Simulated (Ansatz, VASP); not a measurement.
## One calculation of B2P3, two programs

```
CELL_PARAMETERS angstrom
4.02840 0.00000 0.00000
0.00000 4.02840 0.00000
0.00000 0.00000 4.15608
ATOMIC_POSITIONS crystal
B 0.50000 0.50000 0.07416
B 0.00000 0.00000 0.31749
P 0.00000 0.50000 0.29101
P 0.50000 0.00000 0.29101
P 0.50000 0.50000 0.61313
```

Alike in both runs: functional PBE; k mesh 4 × 4 × 5; occupations gaussian, width 0.2 eV; no spin polarisation.

Ansatz relaxed the structure, and its values are those at the end. VASP's run is a single point on that final structure, the one shown.

|  | VASP | Ansatz |
| --- | --- | --- |
| version | VASP 6.6.1 | Ansatz 0.2.0 |
| potentials or method | VASP PAW PBE potentials, release 64 (B, P), cutoff 500 eV | scalar-relativistic, plane waves, PAW |
| valence electrons in the cell | 21 | 21 |

|  | VASP | Ansatz | Ansatz less VASP |
| --- | --- | --- | --- |
| gap on the k mesh at the Fermi level (eV) | none | none | - |
| pressure (GPa) | -0.4 | -0.1 | +0.25 |
| rms of the force components (eV/Å) | 0.018 | 0.013 | -0.0051 |

A gap of «none» marks a metal or a gap that the smearing closes.

The k mesh is coarse, so the values compare programs but aren't converged.
